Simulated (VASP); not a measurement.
Write the native input for VASP 6.6.1 that does the following.

* Task: single point
* Functional: PBEsol
* Potentials or basis: VASP PAW PBE potentials, release 64 (Si, Mo_sv)
* Cutoff: 520 eV
* k mesh: 12 × 12 × 6
* Occupations: gaussian, width 0.15 eV
* Spin: no spin polarisation
* Dipole correction: no
* Further INCAR settings: ALGO = Normal; EDIFF = 1e-06; NBANDS = 43

The structure of Si2Mo lies in POSCAR:

```
Si2Mo
1.0
    4.5744403908      0.0000000000      0.0000000000
   -2.2872201954      3.9615815865      0.0000000000
    0.0000000000      0.0000000000      6.5665572496
Si Mo
6 3
Direct
    0.1389256216      0.8610743784      0.8333333333
    0.3788210178      0.1894105089      0.1666666667
    0.8105894911      0.6211789822      0.5000000000
    0.8105894911      0.1894105089      0.8333333333
    0.7221487569      0.8610743784      0.1666666667
    0.1389256216      0.2778512431      0.5000000000
    0.4840512337     -0.0318975325      0.5000000000
    0.0318975325      0.5159487663      0.1666666667
    0.4840512337      0.5159487663      0.8333333333
```

This cell differs from its parent crystal: mode 4 (193.4 1/cm) frozen in, largest displacement -0.200 Å.

These files were run (other wordings do the same):

INCAR

```
ALGO = Normal
EDIFF = 1E-6
ENCUT = 520
GGA = PS
ISIF = 2
ISMEAR = 0
LASPH = True
LCHARG = False
LREAL = False
LWAVE = False
NBANDS = 43
NELM = 60
PREC = Accurate
SIGMA = 0.15
```

KPOINTS

```
k-points
0
Gamma
  12 12 6
```

Potentials or basis: VASP PAW PBE potentials, release 64 (Si, Mo_sv).

Launch:

```bash
$ cat potpaw_PBE.64/Si/POTCAR potpaw_PBE.64/Mo_sv/POTCAR > POTCAR
$ mpirun -np 1 vasp_std > vasp.out
```

Results of the run:

```
Pressure               : 0.8 GPa
Largest force          : 1.488 eV/Å
Band gap on the k mesh : zero (band 33 reaches 12.98 eV, above the bottom of band 34 at 12.90 eV)
```

Caveat: the cell differs from its parent crystal (mode 4 (193.4 1/cm) frozen in, largest displacement -0.200 Å); the PAW data sets were made with another functional, which shifts forces and pressure a little.

It took 8.6 min on 1 thread of AMD EPYC 9R14 (Zen 4) (shared host), peak memory 0.47 GiB.
